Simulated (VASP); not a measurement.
Here is a VASP 6.6.1 calculation.

File INCAR:

```
SYSTEM = ZnS
ALGO = Normal ; EDIFF = 1E-6
ENCUT = 520 ; GGA = PE
ISIF = 2 ; ISMEAR = 0
LASPH = .TRUE. ; LCHARG = .FALSE.
LREAL = .FALSE. ; LWAVE = .FALSE.
NBANDS = 16 ; NELM = 60
PREC = Accurate ; SIGMA = 0.05
```

Contents of KPOINTS:

```
k-points
0
G
  12 12 12
  0 0 0
```

Contents of POSCAR:

```
ZnS
1.0
    0.0000000000      2.7046490548      2.7046490548
    2.7046490548      0.0000000000      2.7046490548
    2.7046490548      2.7046490548      0.0000000000
Zn S
1 1
Direct
    0.0000000000      0.0000000000      0.0000000000
    0.7500000000      0.7500000000      0.7500000000
```

Potentials or basis: VASP PAW PBE potentials, release 64 (Zn, S).

Command:

```bash
$ cat potpaw_PBE.64/Zn/POTCAR potpaw_PBE.64/S/POTCAR > POTCAR
$ mpirun -np 1 vasp_std > vasp.out
```

Q: Estimate the band gap on the k mesh.

A: 2.10 eV, direct.

Q: Estimate the pressure.

A: 1.5 GPa.

**Measured values to compare with.**

From “Electronic, vibrational, and thermodynamic properties of ZnS (zincblende and rocksalt structure)”, 2009, arxiv:0911.5022, for a bulk crystal of ZnS at 19 K: band gap 3.85 eV (direct).

Measured gap of ZnS: 3.85 eV (direct; 19 K; quoted in “Electronic, vibrational, and thermodynamic properties of ZnS (zincblende and rocksalt structure)”, 2009, arxiv:0911.5022). This calculation gives 2.10 eV (-1.75 eV). The value is that of PBE on a finite k mesh, which can miss the band edges, without temperature or zero-point motion. Semilocal functionals fall short of measured gaps as a rule.
